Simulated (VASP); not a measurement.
A run of VASP 6.6.1:

INCAR

```
SYSTEM = MgO
PREC = Accurate
ENCUT = 600
EDIFF = 1E-7
ISMEAR = 0
SIGMA = 0.01
LREAL = .False.
LASPH = .True.
NELM = 120
ALGO = Normal
ISIF = 3
LWAVE = .False.
LCHARG = .False.
GGA = PE
IBRION = 2
NSW = 80
EDIFFG = -0.001
PSTRESS = 80.0
GGA_COMPAT = .False.
NELMIN = 4
```

The input KPOINTS:

```
regular mesh
0
Gamma
  10 10 10
  0 0 0
```

POSCAR

```
MgO
1.0
    0.0000000000      2.1132307038      2.1132307038
    2.1132307038      0.0000000000      2.1132307038
    2.1132307038      2.1132307038      0.0000000000
Mg O
1 1
Direct
    0.0000000000      0.0000000000      0.0000000000
    0.5000000000      0.5000000000      0.5000000000
```

Potentials or basis: VASP PAW PBE potentials, release 64 (Mg, O).

Run with:

```sh
$ cat potpaw_PBE.64/Mg/POTCAR potpaw_PBE.64/O/POTCAR > POTCAR
$ mpirun -np 1 vasp_std > vasp.out
```

Hardware: 1 thread of Intel(R) Xeon(R) 6975P-C (Granite Rapids), on a shared host.

**Question.** How long does it take, and how much memory?

**Answer.** It took 7.3 s on 1 thread of Intel(R) Xeon(R) 6975P-C (Granite Rapids), on a shared host, peak memory 0.15 GiB. Counts: scf iterations 26, k points 47, ion steps 3.
